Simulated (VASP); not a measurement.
# SiF (R-3m) in VASP: further runs

Runs on SiF. Level: PBE. Tasks: single point, relaxation of cell and atoms.

Everything below comes from runs of VASP 6.6.1. Logs are shortened: lines on timing, memory, paths and dates and some standing lists are left out, and cuts for length are marked.

### Step 1. The cell of the first run

Symmetry: R-3m, No. 166, trigonal system. Conventional cell: a = 3.981 Å, b = 3.981 Å, c = 17.922 Å, α = 90.00°, β = 90.00°, γ = 120.00°. Si (site symmetry 3m) has 1 F at 1.63 Å within 2.2 Å. Within 2.2 Å of F (site symmetry 3m) lie 1 Si at 1.63 Å.

### Step 2. Single point, PBE

The input, INCAR:

```
SYSTEM = SiF
PREC = Accurate
ENCUT = 520
EDIFF = 1E-6
ISMEAR = 0
SIGMA = 0.2
LREAL = .False.
LASPH = .True.
NELM = 60
ALGO = Normal
ISIF = 2
LWAVE = .False.
LCHARG = .False.
GGA = PE
NBANDS = 19
```

The input, KPOINTS:

```
Automatic mesh
0
Gamma
  6 6 6
  0 0 0
```

The input, POSCAR:

```
SiF
1.0
    1.9905933696      1.1492696160      5.9741009229
   -1.9905933696      1.1492696160      5.9741009229
    0.0000000000     -2.2985392374      5.9741009218
Si F
2 2
Direct
    0.1858143829      0.1858143829      0.1858143829
    0.8141856171      0.8141856171      0.8141856171
    0.2766264947      0.2766264947      0.2766264947
    0.7233735053      0.7233735053      0.7233735053
```

Potentials or basis: VASP PAW PBE potentials, release 64 (Si, F).

The run is started by

```bash
$ cat potpaw_PBE.64/Si/POTCAR potpaw_PBE.64/F/POTCAR > POTCAR
$ mpirun -np 1 vasp_std > vasp.out
```

OUTCAR:

```text
SYSTEM = SiF
   PREC = Accurate
   ENCUT = 520
   EDIFF = 1E-6
   ISMEAR = 0
   LREAL = .False.
   LASPH = .True.
   NELM = 60
   ISIF = 2
   GGA = PE

 ion  position               nearest neighbor table
   1  0.186  0.186  0.186-   3 1.63   2 2.40   2 2.40   2 2.40
   2  0.814  0.814  0.814-   4 1.63   1 2.40   1 2.40   1 2.40
   3  0.277  0.277  0.277-   1 1.63
   4  0.723  0.723  0.723-   2 1.63

  LATTYP: Found a trigonal (rhomboedric) cell.
 ALAT       =     6.4010283901
 COS(alpha) =     0.8065825759

  Lattice vectors:

 A1 = (   1.9905933696,   1.1492696160,   5.9741009229)
 A2 = (  -1.9905933696,   1.1492696160,   5.9741009229)
 A3 = (   0.0000000000,  -2.2985392374,   5.9741009218)

Analysis of symmetry for initial positions (statically):
=====================================================================
 Subroutine PRICEL returns:
 Original cell was already a primitive cell.

 Routine SETGRP: Setting up the symmetry group for a
 trigonal (rhombohedral) supercell.

 Subroutine GETGRP returns: Found 12 space group operations
 (whereof 12 operations were pure point group operations)
 out of a pool of 12 trial point group operations.

The static configuration has the point symmetry D_3d.

Analysis of symmetry for dynamics (positions and initial velocities):
=====================================================================
 Subroutine PRICEL returns:
 Original cell was already a primitive cell.

 Routine SETGRP: Setting up the symmetry group for a
 trigonal (rhombohedral) supercell.

 Subroutine GETGRP returns: Found 12 space group operations
 (whereof 12 operations were pure point group operations)
 out of a pool of 12 trial point group operations.

The dynamic configuration has the point symmetry D_3d.

 Subroutine INISYM returns: Found 12 space group operations
 (whereof 12 operations are pure point group operations),
 and found     1 'primitive' translations

----------------------------------------------------------------------------------------

                                     Primitive cell

  volume of cell :      82.0027

  direct lattice vectors                    reciprocal lattice vectors
     1.990593370  1.149269616  5.974100923     0.251181385  0.145019640  0.055796401
    -1.990593370  1.149269616  5.974100923    -0.251181385  0.145019640  0.055796401
     0.000000000 -2.298539237  5.974100922     0.000000000 -0.290039281  0.055796401

  length of vectors
     6.401028390  6.401028390  6.401028390     0.295357449  0.295357449  0.295357449

  position of ions in fractional coordinates (direct lattice)
     0.185814383  0.185814383  0.185814383
     0.814185617  0.814185617  0.814185617
     0.276626495  0.276626495  0.276626495
     0.723373505  0.723373505  0.723373505

  ion indices of the primitive-cell ions
   primitive index   ion index
                 1           1
                 2           2
                 3           3
                 4           4

----------------------------------------------------------------------------------------

 KPOINTS: Automatic mesh

Automatic generation of k-mesh.
 Grid dimensions read from file:
 generate k-points for:    6    6    6

 Generating k-lattice:

  Cartesian coordinates                     Fractional coordinates (reciprocal lattice)
     0.041863564  0.024169940  0.009299400     0.166666667  0.000000000  0.000000000
    -0.041863564  0.024169940  0.009299400     0.000000000  0.166666667  0.000000000
     0.000000000 -0.048339880  0.009299400     0.000000000  0.000000000  0.166666667

  Length of vectors
     0.049226242  0.049226242  0.049226242

  Shift w.r.t. Gamma in fractional coordinates (k-lattice)
     0.000000000  0.000000000  0.000000000

 Subroutine IBZKPT returns following result:
 ===========================================

 Found     32 irreducible k-points:

 Following reciprocal coordinates:
            Coordinates               Weight
  0.000000  0.000000  0.000000      1.000000
  0.166667  0.000000 -0.000000      6.000000
  0.333333 -0.000000  0.000000      6.000000
  0.500000  0.000000  0.000000      3.000000
  0.166667  0.166667 -0.000000      6.000000
  0.333333  0.166667  0.000000     12.000000
[... 16 lines left out ...]
  0.500000  0.500000  0.166667      6.000000
 -0.333333  0.500000  0.166667     12.000000
 [... further k-points ...]
   k-points           NKPTS =     32   k-points in BZ     NKDIM =     32   number of bands    NBANDS=     19
   number of dos      NEDOS =    301   number of ions     NIONS =      4
   total plane-waves  NPLWV = 110592
   dimension x,y,z NGX =    48 NGY =   48 NGZ =   48
   dimension x,y,z NGXF=    96 NGYF=   96 NGZF=   96
   ions per type =               2   2
   NGX,Y,Z   is equivalent  to a cutoff of  12.47, 12.47, 12.47 a.u.
   NGXF,Y,Z  is equivalent  to a cutoff of  24.93, 24.93, 24.93 a.u.
 SYSTEM =  SiF
   PREC   = accura    normal or accurate (medium, high low for compatibility)
   ISTART =      0    job   : 0-new  1-cont  2-samecut
   ICHARG =      2    charge: 1-file 2-atom 10-const
   ISPIN  =      1    spin polarized calculation?
   LNONCOLLINEAR =      F non collinear calculations
   LSORBIT =      F    spin-orbit coupling
   LASPH  =      T    aspherical Exc in radial PAW
   ENCUT  =  520.0 eV  38.22 Ry    6.18 a.u.  11.90 11.90 11.90*2*pi/ulx,y,z
   NELM   =     60;   NELMIN=  2; NELMDL= -5     # of ELM steps
   EDIFF  = 0.1E-05   stopping-criterion for ELM
   LREAL  =      F    real-space projection
   EDIFFG = 0.1E-04   stopping-criterion for IOM
   NSW    =      0    number of steps for IOM
   IBRION =     -1    ionic relax: 0-MD 1-quasi-New 2-CG
   NFREE  =      0    steps in history (QN), initial steepest desc. (CG)
   ISIF   =      2    stress and relaxation
   ISYM   =      2    0-nonsym 1-usesym 2-fastsym
   POTIM  = 0.5000    time-step for ionic-motion
   TEBEG  =    0.0;   TEEND  =   0.0 temperature during run
   PSTRESS=    0.0 pullay stress
   NELECT =      22.0000    total number of electrons
   NUPDOWN=      -1.0000    fix difference up-down
   EMIN   =  10.00;   EMAX   =-10.00  energy-range for DOS
   EFERMI =   0.00;   METHOD = LEGACY
   ISMEAR =     0;   SIGMA  =   0.20  broadening in eV -4-tet -1-fermi 0-gaus
   EFERMI_NEDOS =   21; number of points for ismear=-14 and -15
   IALGO  =     38    algorithm
   IMIX   =      4    mixing-type and parameters
     AMIX     =   0.40;   BMIX     =  1.00
     AMIX_MAG =   1.60;   BMIX_MAG =  1.00
  volume/ion in A,a.u.               =      20.50       138.35
  Fermi-wavevector in a.u.,A,eV,Ry     =   1.055860  1.995286 15.168321  1.114840
  Thomas-Fermi vector in A             =   2.191074
   LORBIT       =      0    0 simple, 1 ext, 2 COOP (PROOUT), +10 PAW based schemes
   GGA     = PE    functional components
   LHFCALC =     F    Hartree Fock is set to
   AEXX    =    0.0000 exact exchange contribution
   IVDW    =     0    specifies the selected vdW correction
   LEPSILON=     F    determine dielectric tensor
   LRPA    =     F    only Hartree local field effects (RPA)
 non-spin polarized calculation
 Gauss-broadening in eV      SIGMA  =   0.20
  energy-cutoff  :      520.00
  volume of cell :       82.00
 maximum number of plane-waves:      2254
   NGX = 23   NGY = 23   NGZ = 23

 number of electron      22.0000000 magnetization

 Free energy of the ion-electron system (eV)
  ---------------------------------------------------
  ext. energy  EPLUGINS =         0.00000000
  ---------------------------------------------------
  free energy    TOTEN  =       -21.20686390 eV

  energy without entropy =      -21.20616764  energy(sigma->0) =      -21.20651577

 E-fermi :   1.5669     XC(G=0):  -7.6807

 val. band max:        1.2509578618   @ k =   0.5000   0.5000   0.5000
 cond. band min:       1.7728955246   @ k =   0.5000   0.5000   0.5000
 fundamental gap:      0.5219376628
 Fermi energy:         1.5669236351

 k-point     1 :       0.0000    0.0000    0.0000
  band No.  band energies     occupation
      1     -23.1906      2.00000
      2     -23.0787      2.00000
      3      -8.9352      2.00000
      4      -5.7500      2.00000
      5      -4.6750      2.00000
      6      -3.9437      2.00000
[... 11 lines left out ...]
     18      11.4645      0.00000
     19      11.4645      0.00000

 k-point     2 :       0.1667    0.0000   -0.0000
  band No.  band energies     occupation
      1     -23.1793      2.00000
      2     -23.0819      2.00000
      3      -8.6937      2.00000
      4      -5.8161      2.00000
      5      -4.7285      2.00000
      6      -4.1018      2.00000
[... 11 lines left out ...]
     18      10.9290      0.00000
     19      11.7985      0.00000

 k-point     3 :       0.3333   -0.0000    0.0000
  band No.  band energies     occupation
      1     -23.1516      2.00000
      2     -23.0931      2.00000
      3      -8.0276      2.00000
      4      -6.0810      2.00000
      5      -4.8409      2.00000
      6      -4.5136      2.00000
[... 11 lines left out ...]
     18      10.4311      0.00000
     19      11.3151      0.00000

 k-point     4 :       0.5000    0.0000    0.0000
  band No.  band energies     occupation
      1     -23.1284      2.00000
      2     -23.1077      2.00000
      3      -7.3937      2.00000
      4      -6.5090      2.00000
      5      -4.9252      2.00000
      6      -4.7432      2.00000
[... 11 lines left out ...]
     18      10.8056      0.00000
     19      11.7929      0.00000

 k-point     5 :       0.1667    0.1667   -0.0000
  band No.  band energies     occupation
      1     -23.1780      2.00000
      2     -23.0831      2.00000
      3      -8.6929      2.00000
      4      -5.8509      2.00000
      5      -4.6787      2.00000
      6      -4.0375      2.00000
[... 11 lines left out ...]
     18      10.9217      0.00000
     19      11.6758      0.00000

 k-point     6 :       0.3333    0.1667    0.0000
  band No.  band energies     occupation
      1     -23.1582      2.00000
      2     -23.0904      2.00000
      3      -8.2388      2.00000
      4      -6.0234      2.00000
      5      -4.7161      2.00000
      6      -4.3089      2.00000
[... 11 lines left out ...]
     18      10.0833      0.00000
     19      12.7174      0.00000

 k-point     7 :       0.5000    0.1667    0.0000
  band No.  band energies     occupation
      1     -23.1310      2.00000
      2     -23.1050      2.00000
      3      -7.4851      2.00000
      4      -6.4208      2.00000
      5      -4.7681      2.00000
      6      -4.6710      2.00000
[... 11 lines left out ...]
     18      11.2139      0.00000
     19      11.9837      0.00000

 k-point     8 :      -0.3333    0.1667   -0.0000
  band No.  band energies     occupation
      1     -23.1348      2.00000
      2     -23.1011      2.00000
      3      -7.4945      2.00000
      4      -6.3779      2.00000
      5      -4.8774      2.00000
      6      -4.5953      2.00000
[... 256 lines left out ...]
 k-point    20 :       0.5000    0.3333    0.1667
  band No.  band energies     occupation
      1     -23.1503      2.00000
      2     -23.0985      2.00000
      3      -8.2318      2.00000
      4      -6.1432      2.00000
      5      -4.4977      2.00000
      6      -4.3042      2.00000
[... 11 lines left out ...]
     18      10.1641      0.00000
     19      11.9718      0.00000

 k-point    21 :      -0.3333    0.3333    0.1667
  band No.  band energies     occupation
      1     -23.1285      2.00000
      2     -23.1075      2.00000
      3      -7.4960      2.00000
      4      -6.4758      2.00000
      5      -4.6797      2.00000
      6      -4.5364      2.00000
[... 11 lines left out ...]
     18      11.1192      0.00000
     19      12.0363      0.00000

 k-point    22 :      -0.1667    0.3333    0.1667
  band No.  band energies     occupation
      1     -23.1364      2.00000
      2     -23.0995      2.00000
      3      -7.5142      2.00000
      4      -6.3984      2.00000
      5      -4.8185      2.00000
      6      -4.4675      2.00000
[... 11 lines left out ...]
     18      11.4355      0.00000
     19      12.3225      0.00000

 k-point    23 :       0.5000    0.5000    0.1667
  band No.  band energies     occupation
      1     -23.1447      2.00000
      2     -23.0999      2.00000
      3      -8.0416      2.00000
      4      -6.2518      2.00000
      5      -4.5148      2.00000
      6      -4.2820      2.00000
[... 11 lines left out ...]
     18      10.3864      0.00000
     19      11.6967      0.00000

 k-point    24 :      -0.3333    0.5000    0.1667
  band No.  band energies     occupation
      1     -23.1308      2.00000
      2     -23.1051      2.00000
      3      -7.5157      2.00000
      4      -6.4916      2.00000
      5      -4.5960      2.00000
      6      -4.4256      2.00000
[... 11 lines left out ...]
     18      11.2622      0.00000
     19      12.0546      0.00000

 [... further k-points ...]

------------------------ aborting loop because EDIFF is reached ----------------------------------------

  FORCE on cell =-STRESS in cart. coord.  units (eV):
  Direction    XX          YY          ZZ          XY          YZ          ZX
  --------------------------------------------------------------------------------------
  -------------------------------------------------------------------------------------
  Total       -0.1285603     -0.1285603      0.7966121      0.0000000     -0.0000000      0.0000000
  in kB       -2.5118244     -2.5118244     15.5642857      0.0000000     -0.0000000      0.0000000
  external PRESSURE =       3.5135456 kB  Pullay stress =       0.0000000 kB

 VOLUME and BASIS-vectors are now :
 -----------------------------------------------------------------------------
  energy-cutoff  :      520.00
  volume of cell :       82.00
      direct lattice vectors                 reciprocal lattice vectors
     1.990593370  1.149269616  5.974100923     0.251181385  0.145019640  0.055796401
    -1.990593370  1.149269616  5.974100923    -0.251181385  0.145019640  0.055796401
     0.000000000 -2.298539237  5.974100922     0.000000000 -0.290039281  0.055796401

 POSITION                                       TOTAL-FORCE (eV/Angst)
 -----------------------------------------------------------------------------------
      0.00000     -0.00000      3.33022         0.000000      0.000000     -0.146895
      0.00000     -0.00000     14.59208         0.000000     -0.000000      0.146895
      0.00000     -0.00000      4.95778         0.000000     -0.000000      0.198130
      0.00000     -0.00000     12.96452         0.000000      0.000000     -0.198130
 -----------------------------------------------------------------------------------
    total drift:                                0.000000      0.000000     -0.000000

  FREE ENERGIE OF THE ION-ELECTRON SYSTEM (eV)
  ---------------------------------------------------
  free  energy   TOTEN  =       -21.2068639002 eV

  energy  without entropy=      -21.2061676378  energy(sigma->0) =      -21.20651577
```

Run time: 50 s. Hardware: 1 thread of Intel Xeon 6975P-C (Granite Rapids), shared host; peak memory 0.3 GiB.

Results:

```
Free energy            : -21.2069 eV
Pressure               : 0.4 GPa
Largest force          : 0.198 eV/Å
Band gap on the k mesh : 0.52 eV, direct
```

Forces on the atoms (eV/Å):
```
Si   0.000  0.000 -0.147
Si   0.000  0.000  0.147
F    0.000  0.000  0.198
F    0.000  0.000 -0.198
```

Stress tensor (GPa, compression positive):
```
-0.25  0.00  0.00
 0.00 -0.25  0.00
 0.00  0.00  1.56
```

Levels at points of the mesh, in eV from the valence-band top:
| k point | band 7 | band 8 | band 9 | band 10 | band 11 | band 12 | band 13 | band 14 | band 15 | band 16 |
| --- | --- | --- | --- | --- | --- | --- | --- | --- | --- | --- |
| (0.00, 0.00, 0.00) | -5.19 | -4.89 | -4.89 | -0.04 | -0.04 | 0.87 | 3.68 | 3.68 | 3.97 | 5.83 |
| (0.50, 0.00, 0.00) | -5.21 | -5.14 | -4.48 | -3.73 | -1.08 | 1.70 | 3.93 | 4.85 | 8.21 | 8.41 |
| (0.50, 0.50, 0.00) | -5.43 | -4.88 | -4.75 | -4.00 | -1.13 | 1.67 | 3.97 | 4.64 | 8.20 | 9.11 |
| (0.50, 0.50, 0.50) | -5.05 | -5.05 | -5.05 | 0.00 | 0.00 | 0.52 | 3.50 | 3.70 | 3.70 | 7.85 |

### Step 3. Single point, PBE

This run uses another cell than the first one: it holds 8 atoms, not 4.

The input, INCAR:

```
SYSTEM = SiF
PREC = Accurate
ENCUT = 520
EDIFF = 1E-7
ISMEAR = 0
SIGMA = 0.1
LREAL = .FALSE.
LASPH = .TRUE.
NELM = 100
ALGO = Normal
ISIF = 2
LWAVE = .FALSE.
LCHARG = .FALSE.
GGA = PE
NBANDS = 32
```

The input, KPOINTS:

```
regular mesh
0
G
  4 4 2
  0 0 0
```

The input, POSCAR:

```
SiF
1.0
   -1.9849273765     -3.4379950655      0.0000000000
    0.0000000000      2.2919967103     -6.2944698841
    5.9547821296     -3.4379950655      0.0000000000
Si F
4 4
Direct
    0.7222405297      0.4444810595      0.9074135099
    0.2222405297      0.4444810595      0.4074135099
    0.7777594703      0.5555189405      0.5925864901
    0.2777594703      0.5555189405      0.0925864901
    0.5929608111      0.1859216221      0.8643202704
    0.0929608111      0.1859216221      0.3643202704
    0.9070391889      0.8140783779      0.6356797296
    0.4070391889      0.8140783779      0.1356797296
```

Potentials or basis: VASP PAW PBE potentials, release 64 (Si, F).

The run is started by

```bash
$ cat potpaw_PBE.64/Si/POTCAR potpaw_PBE.64/F/POTCAR > POTCAR
$ mpirun -np 1 vasp_std > vasp.out
```

Run time: 43 s. Hardware: 1 thread of Intel Xeon 6975P-C (Granite Rapids), shared host; peak memory 0.27 GiB.

The run converged. Its results:

| Property | Result |
| --- | --- |
| Free energy | -42.3666 eV |
| Pressure | 0.3 GPa |
| Largest force | 0.219 eV/Å |
| Band gap on the k mesh | 0.54 eV |

Forces on the atoms (eV/Å):
```
Si  -0.031  0.018 -0.209
Si  -0.031  0.018 -0.209
Si   0.031 -0.018  0.209
Si   0.031 -0.018  0.209
F    0.006 -0.004  0.219
F    0.006 -0.004  0.219
F   -0.006  0.004 -0.219
F   -0.006  0.004 -0.219
```

Stress tensor (GPa, compression positive):
```
-0.34  0.24  0.01
 0.24 -0.06 -0.01
 0.01 -0.01  1.20
```

Levels at points of the mesh, in eV from the valence-band top:
| k point | band 19 | band 20 | band 21 | band 22 | band 23 | band 24 | band 25 | band 26 |
| --- | --- | --- | --- | --- | --- | --- | --- | --- |
| (0.00, 0.00, 0.00) | -3.80 | -1.10 | -0.03 | -0.02 | 0.81 | 1.70 | 3.69 | 3.69 |
| (0.50, 0.00, 0.00) | -3.69 | -3.69 | -2.09 | -2.09 | 3.21 | 3.21 | 4.83 | 4.83 |
| (0.00, 0.50, 0.00) | -3.98 | -1.13 | -0.01 | 0.00 | 0.54 | 1.68 | 3.51 | 3.70 |
| (0.00, 0.00, 0.50) | -2.43 | -2.43 | -0.69 | -0.69 | 1.73 | 1.73 | 3.06 | 3.06 |
| (0.50, 0.00, 0.50) | -3.99 | -3.81 | -1.13 | -1.10 | 1.68 | 1.70 | 3.88 | 3.93 |
| (0.00, 0.50, 0.50) | -2.48 | -2.48 | -0.70 | -0.70 | 1.54 | 1.54 | 2.89 | 2.89 |

Caveat: the k points lie up to 0.46 Å⁻¹ apart.

(Continued in part 2 of 2.)
